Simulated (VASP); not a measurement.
A run of VASP 6.6.1 is set up as follows.

File INCAR:

```
PREC = Accurate
ENCUT = 500
EDIFF = 1E-6
ISMEAR = 0
SIGMA = 0.01
LREAL = False
LASPH = True
NELM = 120
ALGO = Normal
ISIF = 2
LWAVE = False
LCHARG = False
GGA = PS
NBANDS = 11
GGA_COMPAT = False
```

The input KPOINTS:

```
Automatic mesh
0
Gamma
  8 8 8
```

POSCAR

```
AlAs
1.0
    0.0000000000      2.8305000000      2.8305000000
    2.8305000000      0.0000000000      2.8305000000
    2.8305000000      2.8305000000      0.0000000000
Al As
1 1
Direct
    0.0000000000      0.0000000000      0.0000000000
    0.2500000000      0.2500000000      0.2500000000
```

Potentials or basis: VASP PAW PBE potentials, release 64 (Al, As).

Command:

```bash
$ cat potpaw_PBE.64/Al/POTCAR potpaw_PBE.64/As/POTCAR > POTCAR
$ mpirun -np 1 vasp_std > vasp.out
```

**Question.** Predict the band gap on the k mesh.

**Answer.** 1.32 eV, indirect (least direct gap 1.98 eV).

**Question.** Estimate the pressure.

**Answer.** 0.8 GPa.

Caveat: the PAW data sets were made with another functional, which shifts forces and pressure a little. A k mesh can miss the band edges.
